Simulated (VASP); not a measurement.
A run of VASP 6.6.1:

Contents of INCAR:

```
PREC = Accurate
ENCUT = 520
EDIFF = 1E-6
ISMEAR = 0
SIGMA = 0.05
LREAL = F
LASPH = T
NELM = 100
ALGO = Normal
ISIF = 2
LWAVE = F
LCHARG = F
GGA = PS
NBANDS = 34
```

The input KPOINTS:

```
regular mesh
0
Gamma
  5 5 5
```

POSCAR

```
LaAl2Ag3
1.0
    5.5650000000      0.0000000000      0.0000000000
   -2.7825000000      4.8194310000      0.0000000000
    0.0000000000      0.0000000000      4.5210000000
La Al Ag
1 2 3
Direct
    0.0000000000      0.0000000000      0.0000000000
    0.3333333333      0.6666666667      0.0000000000
    0.6666666667      0.3333333333      0.0000000000
    0.5000000000      0.0000000000      0.5000000000
    0.5000000000      0.5000000000      0.5000000000
    0.0000000000      0.5000000000      0.5000000000
```

Potentials or basis: VASP PAW PBE potentials, release 64 (La, Al, Ag).

The run is started by

```console
$ cat potpaw_PBE.64/La/POTCAR potpaw_PBE.64/Al/POTCAR potpaw_PBE.64/Ag/POTCAR > POTCAR
$ mpirun -np 1 vasp_std > vasp.out
```

Hardware: 1 thread of Intel(R) Xeon(R) Platinum 8259CL CPU @ 2.50GHz (Skylake/Cascade Lake), on a shared host.

Question: How long does it take, and how much memory?

Answer: Run time: 98 s on 1 thread of Intel(R) Xeon(R) Platinum 8259CL CPU @ 2.50GHz (Skylake/Cascade Lake), with other jobs on the host, peak memory 0.28 GiB. Counts: scf iterations 16, k points 15.
